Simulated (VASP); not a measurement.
Write the native input for VASP 6.6.1 that does the following.

```yaml
Task: single point
Functional: PBEsol
Potentials_or_basis: VASP PAW PBE potentials, release 64 (Sn_d, O)
Cutoff: 520 eV
k_mesh: 6 × 6 × 8
Occupations: fermi-dirac, width 0.05 eV
Spin: no spin polarisation
Dipole_correction: no
Further_INCAR_settings: ALGO = Normal; EDIFF = 1e-06; NBANDS = 35
```

The structure of SnO2 lies in POSCAR:

```
SnO2
1.0
    4.7689954795      0.0000000000      0.0000000000
    0.0000000000      4.7689954795      0.0000000000
    0.0000000000      0.0000000000      3.2120660502
Sn O
2 4
Direct
    0.5000000000      0.5000000000      0.5000000000
    0.0000000000      0.0000000000      0.0000000000
    0.8062762791      0.1937237209      0.5000000000
    0.6937237209      0.6937237209      0.0000000000
    0.1937237209      0.8062762791      0.5000000000
    0.3062762791      0.3062762791      0.0000000000
```

One way to write it, as run:

INCAR

```
SYSTEM = SnO2
  PREC = Accurate
  ENCUT = 520
  EDIFF = 1E-6
  ISMEAR = -1
  SIGMA = 0.05
  LREAL = .False.
  LASPH = .True.
  NELM = 80
  ALGO = Normal
  ISIF = 2
  LWAVE = .False.
  LCHARG = .True.
  GGA = PS
  LELF = .True.
  LVHAR = .True.
  NBANDS = 35
```

KPOINTS

```
regular mesh
0
Gamma
  6 6 8
  0 0 0
```

Potentials or basis: VASP PAW PBE potentials, release 64 (Sn_d, O).

Run with:

```sh
$ cat potpaw_PBE.64/Sn_d/POTCAR potpaw_PBE.64/O/POTCAR > POTCAR
$ mpirun -np 1 vasp_std > vasp.out
```

Results of the run:

```
Pressure               : 0.7 GPa
Largest force          : 0.015 eV/Å
Band gap on the k mesh : 0.91 eV
```

Caveat: the PAW data sets were made with another functional, which shifts forces and pressure a little; spin-orbit coupling is left out, which moves the levels of the heavy elements.

Run time: 63 s on 1 thread of AMD EPYC 9R45 (Zen 5), with other jobs on the host, peak memory 0.2 GiB.
